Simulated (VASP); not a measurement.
Runs of VASP 6.6.1 on MgO (Periclase). The structure is that of space group Fm-3m (No. 225), or close to it. The cells are those of the table. 

```csv
task,level,cell,gap on the mesh (eV),pressure (GPa),relaxed volume (Å³/atom)
single point,PBE+D4,"a = 2.988 Å, angles 60.0°, 2 atoms",4.63,-1.0,-
relaxation of cell and atoms,PBE+D4,"relaxed from a = 2.982 Å, angles 60.0°, 2 atoms",4.69,0.0,-
relaxation of cell and atoms,revPBE+D3(BJ),"relaxed from a = 2.982 Å, angles 60.0°, 2 atoms",4.99,0.0,(c)
single point,revPBE+D3(BJ),"a = 2.968 Å, angles 60.0°, 2 atoms",(a),-1.2,-
relaxation of cell and atoms,PBE+D3(BJ),"relaxed from a = 2.982 Å, angles 60.0°, 2 atoms",(b),0.0,9.25
single point,PBE+D3(BJ),"a = 2.975 Å, angles 60.0°, 2 atoms",4.76,-1.0,-
```

Alike in all rows: potentials or basis VASP PAW PBE potentials, release 64 (Mg, O); no spin polarisation; k mesh 5 × 5 × 5; cutoff (eV) 600; smearing gaussian 0.01 eV.

**Question.** Estimate the missing entries.

**Answer.** (a) 4.92; (b) 4.82; (c) 9.17.

Caveats: all runs use coarse meshes; the PAW data sets were made with another functional, which shifts forces and pressure a little (some runs); the relaxation stopped at its first step, so nothing moved (some runs).

